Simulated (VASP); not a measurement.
# KI (I4/mmm) in VASP: further runs, part 2 of 3

VASP 6.6.1. The steps go on from the part before.

## (4) Single point, PBE (strain +0.000 along x and y, +0.080 along z)

File INCAR:

```
SYSTEM = KI
ALGO     = Normal         ! electronic algorithm
EDIFF    = 1E-6           ! SCF threshold, eV
ENCUT    = 520            ! plane-wave cutoff, eV
GGA      = PE             ! functional
ISIF     = 2              ! what is computed and relaxed
ISMEAR   = 0              ! smearing method
LASPH    = .TRUE.         ! aspherical terms in the spheres
LCHARG   = .TRUE.         ! write CHGCAR
LELF     = .TRUE.         ! ELF
LREAL    = .FALSE.        ! projectors in reciprocal space
LVHAR    = .TRUE.       
LWAVE    = .FALSE.        ! write WAVECAR
NBANDS   = 15             ! bands
NELM     = 60             ! most SCF steps
PREC     = Accurate       ! precision mode
SIGMA    = 0.05           ! smearing width, eV
```

File KPOINTS:

```
k-points
0
G
  6 6 6
  0 0 0
```

File POSCAR:

```
KI
1.0
    0.0000000000      3.5245500000      3.8065140000
    3.5245500000      0.0000000000      3.8065140000
    3.5245500000      3.5245500000      0.0000000000
K I
1 1
Direct
    0.0000000000      0.0000000000      0.0000000000
    0.5000000000      0.5000000000      0.5000000000
```

Potentials or basis: VASP PAW PBE potentials, release 64 (K_sv, I).

On the command line:

```bash
cat potpaw_PBE.64/K_sv/POTCAR potpaw_PBE.64/I/POTCAR > POTCAR
mpirun -np 1 vasp_std > vasp.out
```

OUTCAR:

```text
SYSTEM = KI
   EDIFF = 1E-6
   ENCUT = 520
   GGA = PE
   ISIF = 2
   ISMEAR = 0
   LASPH = .TRUE.
   LREAL = .FALSE.
   NELM = 60
   PREC = Accurate

 ion  position               nearest neighbor table
   1  0.000  0.000  0.000-   2 3.52   2 3.52   2 3.52   2 3.52
   2  0.500  0.500  0.500-   1 3.52   1 3.52   1 3.52   1 3.52

  LATTYP: Found a body centered tetragonal cell.
 ALAT       =     4.9844664113
 C/A-ratio  =     1.5273506474

  Lattice vectors:

[... 621 lines left out ...]

  FORCE on cell =-STRESS in cart. coord.  units (eV):
  Direction    XX          YY          ZZ          XY          YZ          ZX
  --------------------------------------------------------------------------------------
  -------------------------------------------------------------------------------------
  Total        0.2288120      0.2288120     -0.4860664      0.0000000     -0.0000000      0.0000000
  in kB        3.8763651      3.8763651     -8.2345798      0.0000000     -0.0000000      0.0000000
  external PRESSURE =      -0.1606166 kB  Pullay stress =       0.0000000 kB

 VOLUME and BASIS-vectors are now :
 -----------------------------------------------------------------------------
  energy-cutoff  :      520.00
  volume of cell :       94.57
      direct lattice vectors                 reciprocal lattice vectors
     0.000000000  3.524550000  3.806514000    -0.141862082  0.141862082  0.131353779
     3.524550000  0.000000000  3.806514000     0.141862082 -0.141862082  0.131353779
     3.524550000  3.524550000  0.000000000     0.141862082  0.141862082 -0.131353779

 POSITION                                       TOTAL-FORCE (eV/Angst)
 -----------------------------------------------------------------------------------
      0.00000      0.00000      0.00000        -0.000000      0.000000     -0.000000
      3.52455      3.52455      3.80651         0.000000     -0.000000      0.000000
 -----------------------------------------------------------------------------------
    total drift:                                0.000000     -0.000000     -0.000000

  FREE ENERGIE OF THE ION-ELECTRON SYSTEM (eV)
  ---------------------------------------------------
  free  energy   TOTEN  =        -5.5451068287 eV

  energy  without entropy=       -5.5451068286  energy(sigma->0) =       -5.54510683
```

Run time: 17 s. Hardware: 1 thread of Intel Xeon 6975P-C (Granite Rapids), shared host; peak memory 0.25 GiB.

What came out:

* Free energy: -5.5451 eV
* Pressure: 0.0 GPa
* Band gap on the k mesh: 3.80 eV, direct

Levels at points of the mesh, in eV from the valence-band top:
| k point | band 6 | band 7 | band 8 | band 9 | band 10 | band 11 |
| --- | --- | --- | --- | --- | --- | --- |
| (0.00, 0.00, 0.00) | 0.00 | 0.00 | 0.00 | 3.80 | 6.24 | 6.67 |
| (0.50, 0.00, 0.00) | -1.18 | -0.30 | -0.28 | 5.44 | 7.45 | 7.77 |
| (0.50, 0.50, 0.00) | -0.92 | -0.26 | -0.26 | 5.07 | 5.61 | 7.92 |
| (0.50, 0.00, 0.50) | -0.88 | -0.41 | -0.31 | 5.03 | 5.63 | 8.06 |

Caveat: the cell differs from its parent crystal (strain +0.000 along x and y, +0.080 along z); spin-orbit coupling is left out, which moves the levels of the heavy elements.

## (5) Single point, PBE (strain +0.080 along x and y, -0.080 along z)

File INCAR:

```
SYSTEM = KI
PREC = Accurate
ENCUT = 520
EDIFF = 1E-7
ISMEAR = 0
SIGMA = 0.05
LREAL = .False.
LASPH = .True.
NELM = 100
ALGO = Normal
ISIF = 2
LWAVE = .False.
LCHARG = .False.
GGA = PE
NBANDS = 15
```

File KPOINTS:

```
Automatic mesh
0
Gamma
  6 6 6
  0 0 0
```

File POSCAR:

```
KI
1.0
    0.0000000000      3.8065140000      3.2425860000
    3.8065140000      0.0000000000      3.2425860000
    3.8065140000      3.8065140000      0.0000000000
K I
1 1
Direct
    0.0000000000      0.0000000000      0.0000000000
    0.5000000000      0.5000000000      0.5000000000
```

Potentials or basis: VASP PAW PBE potentials, release 64 (K_sv, I).

On the command line:

```bash
cat potpaw_PBE.64/K_sv/POTCAR potpaw_PBE.64/I/POTCAR > POTCAR
mpirun -np 1 vasp_std > vasp.out
```

OUTCAR:

```text
SYSTEM = KI
   PREC = Accurate
   ENCUT = 520
   EDIFF = 1E-7
   ISMEAR = 0
   LREAL = .False.
   LASPH = .True.
   NELM = 100
   ISIF = 2
   GGA = PE

 ion  position               nearest neighbor table
   1  0.000  0.000  0.000-   2 3.24   2 3.24
   2  0.500  0.500  0.500-   1 3.24   1 3.24

  LATTYP: Found a body centered tetragonal cell.
 ALAT       =     5.3832237242
 C/A-ratio  =     1.2047004420

  Lattice vectors:

 A1 = (   0.0000000000,  -3.8065140000,  -3.2425860000)
 A2 = (   0.0000000000,   3.8065140000,  -3.2425860000)
 A3 = (   3.8065140000,   0.0000000000,   3.2425860000)

Analysis of symmetry for initial positions (statically):
=====================================================================
 Subroutine PRICEL returns:
 Original cell was already a primitive cell.

 Routine SETGRP: Setting up the symmetry group for a
 body centered tetragonal supercell.

 Subroutine GETGRP returns: Found 16 space group operations
 (whereof 16 operations were pure point group operations)
 out of a pool of 16 trial point group operations.

The static configuration has the point symmetry D_4h.

Analysis of symmetry for dynamics (positions and initial velocities):
=====================================================================
 Subroutine PRICEL returns:
 Original cell was already a primitive cell.

 Routine SETGRP: Setting up the symmetry group for a
 body centered tetragonal supercell.

 Subroutine GETGRP returns: Found 16 space group operations
 (whereof 16 operations were pure point group operations)
 out of a pool of 16 trial point group operations.

The dynamic configuration has the point symmetry D_4h.

 Subroutine INISYM returns: Found 16 space group operations
 (whereof 16 operations are pure point group operations),
 and found     1 'primitive' translations

----------------------------------------------------------------------------------------

                                     Primitive cell

  volume of cell :      93.9672

  direct lattice vectors                    reciprocal lattice vectors
     0.000000000  3.806514000  3.242586000    -0.131353779  0.131353779  0.154197915
     3.806514000  0.000000000  3.242586000     0.131353779 -0.131353779  0.154197915
     3.806514000  3.806514000  0.000000000     0.131353779  0.131353779 -0.154197915

  length of vectors
     5.000391265  5.000391265  5.383223724     0.241422094  0.241422094  0.241422094

  position of ions in fractional coordinates (direct lattice)
     0.000000000  0.000000000  0.000000000
     0.500000000  0.500000000  0.500000000

  ion indices of the primitive-cell ions
   primitive index   ion index
                 1           1
                 2           2

----------------------------------------------------------------------------------------

 KPOINTS: Automatic mesh

Automatic generation of k-mesh.
 Grid dimensions read from file:
 generate k-points for:    6    6    6

 Generating k-lattice:

  Cartesian coordinates                     Fractional coordinates (reciprocal lattice)
    -0.021892297  0.021892297  0.025699652     0.166666667  0.000000000  0.000000000
     0.021892297 -0.021892297  0.025699652     0.000000000  0.166666667  0.000000000
[... 41 lines left out ...]
   number of dos      NEDOS =    301   number of ions     NIONS =      2
   total plane-waves  NPLWV =  64000
   dimension x,y,z NGX =    40 NGY =   40 NGZ =   40
   dimension x,y,z NGXF=    80 NGYF=   80 NGZF=   80
   ions per type =               1   1
   NGX,Y,Z   is equivalent  to a cutoff of  13.30, 13.30, 12.35 a.u.
   NGXF,Y,Z  is equivalent  to a cutoff of  26.60, 26.60, 24.71 a.u.
 SYSTEM =  KI
   PREC   = accura    normal or accurate (medium, high low for compatibility)
   ISTART =      0    job   : 0-new  1-cont  2-samecut
   ICHARG =      2    charge: 1-file 2-atom 10-const
   ISPIN  =      1    spin polarized calculation?
   LNONCOLLINEAR =      F non collinear calculations
   LSORBIT =      F    spin-orbit coupling
   LASPH  =      T    aspherical Exc in radial PAW
   ENCUT  =  520.0 eV  38.22 Ry    6.18 a.u.   9.30  9.30 10.01*2*pi/ulx,y,z
   NELM   =    100;   NELMIN=  2; NELMDL= -5     # of ELM steps
   EDIFF  = 0.1E-06   stopping-criterion for ELM
   LREAL  =      F    real-space projection
   EDIFFG = 0.1E-05   stopping-criterion for IOM
   NSW    =      0    number of steps for IOM
   IBRION =     -1    ionic relax: 0-MD 1-quasi-New 2-CG
   NFREE  =      0    steps in history (QN), initial steepest desc. (CG)
   ISIF   =      2    stress and relaxation
   ISYM   =      2    0-nonsym 1-usesym 2-fastsym
   POTIM  = 0.5000    time-step for ionic-motion
   TEBEG  =    0.0;   TEEND  =   0.0 temperature during run
   PSTRESS=    0.0 pullay stress
   NELECT =      16.0000    total number of electrons
   NUPDOWN=      -1.0000    fix difference up-down
   EMIN   =  10.00;   EMAX   =-10.00  energy-range for DOS
   EFERMI =   0.00;   METHOD = LEGACY
   ISMEAR =     0;   SIGMA  =   0.05  broadening in eV -4-tet -1-fermi 0-gaus
   EFERMI_NEDOS =   21; number of points for ismear=-14 and -15
   IALGO  =     38    algorithm
   IMIX   =      4    mixing-type and parameters
     AMIX     =   0.40;   BMIX     =  1.00
     AMIX_MAG =   1.60;   BMIX_MAG =  1.00
  volume/ion in A,a.u.               =      46.98       317.06
  Fermi-wavevector in a.u.,A,eV,Ry     =   0.907380  1.714700 11.202209  0.823339
  Thomas-Fermi vector in A             =   2.031181
   LORBIT       =      0    0 simple, 1 ext, 2 COOP (PROOUT), +10 PAW based schemes
   GGA     = PE    functional components
   LHFCALC =     F    Hartree Fock is set to
   AEXX    =    0.0000 exact exchange contribution
   IVDW    =     0    specifies the selected vdW correction
   LEPSILON=     F    determine dielectric tensor
   LRPA    =     F    only Hartree local field effects (RPA)
 non-spin polarized calculation
 Gauss-broadening in eV      SIGMA  =   0.05
  energy-cutoff  :      520.00
  volume of cell :       93.97
 maximum number of plane-waves:      2544
 NGX is ok and might be reduce to    40
   NGX = 19   NGY = 19   NGZ = 21

 number of electron      16.0000001 magnetization

 Free energy of the ion-electron system (eV)
  ---------------------------------------------------
  ext. energy  EPLUGINS =         0.00000000
  ---------------------------------------------------
  free energy    TOTEN  =        -5.43911653 eV

  energy without entropy =       -5.43911653  energy(sigma->0) =       -5.43911653

 E-fermi :  -0.4621     XC(G=0):  -6.8993

 val. band max:       -0.7070045353   @ k =   0.0000   0.0000   0.0000
 cond. band min:       3.0633359813   @ k =   0.0000   0.0000   0.0000
 fundamental gap:      3.7703405167
 Fermi energy:        -0.4620807675

 k-point     1 :       0.0000    0.0000    0.0000
  band No.  band energies     occupation
      1     -29.2951      2.00000
      2     -12.8045      2.00000
      3     -12.7855      2.00000
      4     -12.7855      2.00000
      5     -11.1744      2.00000
      6      -0.7355      2.00000
      7      -0.7355      2.00000
      8      -0.7070      2.00000
      9       3.0633      0.00000
     10       5.5370      0.00000
     11       5.5370      0.00000
     12       6.1304      0.00000
     13       6.4569      0.00000
     14       6.9054      0.00000
[... 401 lines left out ...]
      2     -12.8545      2.00000
      3     -12.8132      2.00000
      4     -12.7922      2.00000
      5     -11.0197      2.00000
      6      -1.6166      2.00000
      7      -1.1911      2.00000
      8      -0.9675      2.00000
      9       4.7472      0.00000
     10       5.3371      0.00000
     11       6.6946      0.00000
     12       7.4424      0.00000
     13       7.8510      0.00000
     14       8.4155      0.00000
     15       8.5657      0.00000

 [... further k-points ...]

------------------------ aborting loop because EDIFF is reached ----------------------------------------

  FORCE on cell =-STRESS in cart. coord.  units (eV):
  Direction    XX          YY          ZZ          XY          YZ          ZX
  --------------------------------------------------------------------------------------
  -------------------------------------------------------------------------------------
  Total       -0.4488098     -0.4488098      2.2878121      0.0000000      0.0000000     -0.0000000
  in kB       -7.6523812     -7.6523812     39.0080800      0.0000000      0.0000000     -0.0000000
  external PRESSURE =       7.9011059 kB  Pullay stress =       0.0000000 kB

 VOLUME and BASIS-vectors are now :
 -----------------------------------------------------------------------------
  energy-cutoff  :      520.00
  volume of cell :       93.97
      direct lattice vectors                 reciprocal lattice vectors
     0.000000000  3.806514000  3.242586000    -0.131353779  0.131353779  0.154197915
     3.806514000  0.000000000  3.242586000     0.131353779 -0.131353779  0.154197915
     3.806514000  3.806514000  0.000000000     0.131353779  0.131353779 -0.154197915

 POSITION                                       TOTAL-FORCE (eV/Angst)
 -----------------------------------------------------------------------------------
      0.00000      0.00000      0.00000         0.000000     -0.000000      0.000000
      3.80651      3.80651      3.24259        -0.000000      0.000000     -0.000000
 -----------------------------------------------------------------------------------
    total drift:                                0.000000     -0.000000     -0.000000

  FREE ENERGIE OF THE ION-ELECTRON SYSTEM (eV)
  ---------------------------------------------------
  free  energy   TOTEN  =        -5.4391165281 eV

  energy  without entropy=       -5.4391165281  energy(sigma->0) =       -5.43911653
```

OSZICAR:

```text
N       E                     dE             d eps       ncg     rms          rms(c)
DAV:   1     0.926606974915E+02    0.92661E+02   -0.64007E+03   900   0.895E+02
DAV:   2     0.420154600708E+00   -0.92241E+02   -0.85116E+02  1160   0.213E+02
DAV:   3    -0.526942348950E+01   -0.56896E+01   -0.56669E+01  1262   0.464E+01
DAV:   4    -0.554575624707E+01   -0.27633E+00   -0.27623E+00  1487   0.902E+00
DAV:   5    -0.554779705157E+01   -0.20408E-02   -0.20408E-02  1268   0.781E-01    0.339E+00
DAV:   6    -0.544100168281E+01    0.10680E+00   -0.11687E-01  1173   0.189E+00    0.238E+00
DAV:   7    -0.543205218252E+01    0.89495E-02   -0.14007E-01  1243   0.185E+00    0.884E-01
DAV:   8    -0.543854454655E+01   -0.64924E-02   -0.15902E-02  1048   0.790E-01    0.154E-01
DAV:   9    -0.543878458284E+01   -0.24004E-03   -0.87603E-04  1278   0.161E-01    0.688E-02
DAV:  10    -0.543907613325E+01   -0.29155E-03   -0.27030E-04  1022   0.958E-02    0.194E-02
DAV:  11    -0.543911442257E+01   -0.38289E-04   -0.47053E-05  1159   0.396E-02    0.187E-02
DAV:  12    -0.543911583772E+01   -0.14152E-05   -0.35762E-06  1131   0.131E-02    0.885E-03
DAV:  13    -0.543911643041E+01   -0.59268E-06   -0.46189E-07  1145   0.419E-03    0.402E-03
DAV:  14    -0.543911652812E+01   -0.97710E-07   -0.25242E-07  1096   0.252E-03
   1 F= -.54391165E+01 E0= -.54391165E+01  d E =-.498192E-14
```

It took 19 s on 1 thread of Intel Xeon 6975P-C (Granite Rapids), shared host; peak memory 0.25 GiB.

Results:

| Item | Value |
| --- | --- |
| Free energy | -5.4391 eV |
| Pressure | 0.8 GPa |
| Band gap on the k mesh | 3.77 eV, direct |

Stress tensor (GPa, compression positive):
```
-0.77  0.00  0.00
 0.00 -0.77  0.00
 0.00  0.00  3.90
```

Levels at points of the mesh, in eV from the valence-band top:
```csv
k point,band 6,band 7,band 8,band 9,band 10,band 11
"(0.00, 0.00, 0.00)",-0.03,-0.03,0.00,3.77,6.24,6.24
"(0.50, 0.00, 0.00)",-1.25,-0.36,-0.33,5.41,7.37,7.48
"(0.50, 0.50, 0.00)",-0.77,-0.50,-0.50,4.90,5.80,8.33
"(0.50, 0.00, 0.50)",-0.97,-0.32,-0.20,5.10,5.61,7.88
```

Caveat: the cell differs from its parent crystal (strain +0.080 along x and y, -0.080 along z); spin-orbit coupling is left out, which moves the levels of the heavy elements.

## (6) Single point, PBE (strain +0.080 along x and y, +0.000 along z)

File INCAR:

```
PREC = Accurate
ENCUT = 520
EDIFF = 1E-6
ISMEAR = 0
SIGMA = 0.05
LREAL = F
LASPH = T
NELM = 80
ALGO = Normal
ISIF = 2
LWAVE = F
LCHARG = T
GGA = PE
LELF = T
LVHAR = T
NBANDS = 15
```

File KPOINTS:

```
Automatic mesh
0
Gamma
  6 6 6
```

File POSCAR:

```
KI
1.0
    0.0000000000      3.8065140000      3.5245500000
    3.8065140000      0.0000000000      3.5245500000
    3.8065140000      3.8065140000      0.0000000000
K I
1 1
Direct
    0.0000000000      0.0000000000      0.0000000000
    0.5000000000      0.5000000000      0.5000000000
```

Potentials or basis: VASP PAW PBE potentials, release 64 (K_sv, I).

On the command line:

```bash
cat potpaw_PBE.64/K_sv/POTCAR potpaw_PBE.64/I/POTCAR > POTCAR
mpirun -np 1 vasp_std > vasp.out
```

It took 19 s on 1 thread of Intel Xeon 6975P-C (Granite Rapids), shared host; peak memory 0.26 GiB.

The run converged. Its results:

* Free energy: -5.5240 eV
* Pressure: -0.7 GPa
* Band gap on the k mesh: 3.65 eV, direct

Stress tensor (GPa, compression positive):
```
-1.01  0.00  0.00
 0.00 -1.01  0.00
 0.00  0.00  0.05
```

Levels at points of the mesh, in eV from the valence-band top:
```tsv
k point	band 6	band 7	band 8	band 9	band 10	band 11
(0.00, 0.00, 0.00)	-0.02	0.00	0.00	3.65	6.39	6.39
(0.50, 0.00, 0.00)	-1.04	-0.25	-0.24	5.35	7.17	7.59
(0.50, 0.50, 0.00)	-0.76	-0.35	-0.35	5.08	5.49	8.04
(0.50, 0.00, 0.50)	-0.80	-0.31	-0.22	5.15	5.42	7.84
```

Caveat: the cell differs from its parent crystal (strain +0.080 along x and y, +0.000 along z); spin-orbit coupling is left out, which moves the levels of the heavy elements.

[end of part 2 of 3]
